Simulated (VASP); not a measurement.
A run of VASP 6.6.1 is set up as follows.

Contents of INCAR:

```
PREC = Accurate ; ENCUT = 520
EDIFF = 1E-6 ; ISMEAR = 0
SIGMA = 0.02 ; LREAL = F
LASPH = T ; NELM = 100
ALGO = Normal ; ISIF = 2
LWAVE = F ; LCHARG = T
GGA = PE ; IVDW = 12
LELF = T ; LVHAR = T
NBANDS = 21
```

KPOINTS

```
Automatic mesh
0
Gamma
  12 12 4
```

The input POSCAR:

```
BN
1.0
    2.5061138137      0.0000000000      0.0000000000
   -1.2530569069      2.1703582275      0.0000000000
    0.1976930256      0.0000000000      9.8846512810
B N
3 3
Direct
    0.0000000000      0.0000000000      0.0003024559
    0.6666666667      0.3333333333      0.3336357892
    0.3333333333      0.6666666667      0.6669691226
    0.6666666667      0.3333333333      0.0005978774
    0.3333333333      0.6666666667      0.3339312108
    0.0000000000      0.0000000000      0.6672645441
```

Potentials or basis: VASP PAW PBE potentials, release 64 (B, N).

Command:

```bash
$ cat potpaw_PBE.64/B/POTCAR potpaw_PBE.64/N/POTCAR > POTCAR
$ mpirun -np 1 vasp_std > vasp.out
```

(1) Estimate the band gap on the k mesh.

(2) Predict the pressure.

(3) Estimate the dispersion energy per atom.

Results:

(1) 4.13 eV.

(2) 0.1 GPa.

(3) -0.142 eV.
